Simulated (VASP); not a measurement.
Input of a VASP 6.6.1 run:

INCAR

```
PREC = Accurate
ENCUT = 520
EDIFF = 1E-7
ISMEAR = 0
SIGMA = 0.05
LREAL = False
LASPH = True
NELM = 60
ALGO = Normal
ISIF = 2
LWAVE = False
LCHARG = False
GGA = PE
IBRION = 2
NSW = 50
EDIFFG = -0.01
```

The input KPOINTS:

```
Automatic mesh
0
Gamma
  9 9 6
```

Contents of POSCAR:

```
AlN
1.0
    3.0986000000      0.0000000000      0.0000000000
   -1.5493000000      2.6834663162      0.0000000000
    0.0000000000      0.0000000000      5.6190000000
Al N
2 2
Direct
    0.3333333333      0.6666666667      0.0017290859
    0.6666666667      0.3333333333      0.5017290859
    0.3333333333      0.6666666667      0.3832709141
    0.6666666667      0.3333333333      0.8832709141
```

Potentials or basis: VASP PAW PBE potentials, release 64 (Al, N).

Launch:

```sh
$ cat potpaw_PBE.64/Al/POTCAR potpaw_PBE.64/N/POTCAR > POTCAR
$ mpirun -np 1 vasp_std > vasp.out
```

**Question.** What does it give for the energy gained by relaxing?

**Answer.** 2.0 meV/atom.

**Question.** Predict the band gap on the k mesh.

**Answer.** 2.76 eV.

Final structure:
```cif
data_structure
_symmetry_space_group_name_H-M 'P 1'
_symmetry_Int_Tables_number 1
_cell_length_a 3.0986
_cell_length_b 3.0986
_cell_length_c 5.6190
_cell_angle_alpha 90.000
_cell_angle_beta 90.000
_cell_angle_gamma 120.000
_cell_volume 46.72
loop_
_atom_site_label
_atom_site_type_symbol
_atom_site_fract_x
_atom_site_fract_y
_atom_site_fract_z
_atom_site_occupancy
Al1 Al 0.33333 0.66667 0.00497 1
Al2 Al 0.66667 0.33333 0.50497 1
N1 N 0.33333 0.66667 0.38003 1
N2 N 0.66667 0.33333 0.88003 1
```

As with any semilocal functional, this PBE gap is likely too small.
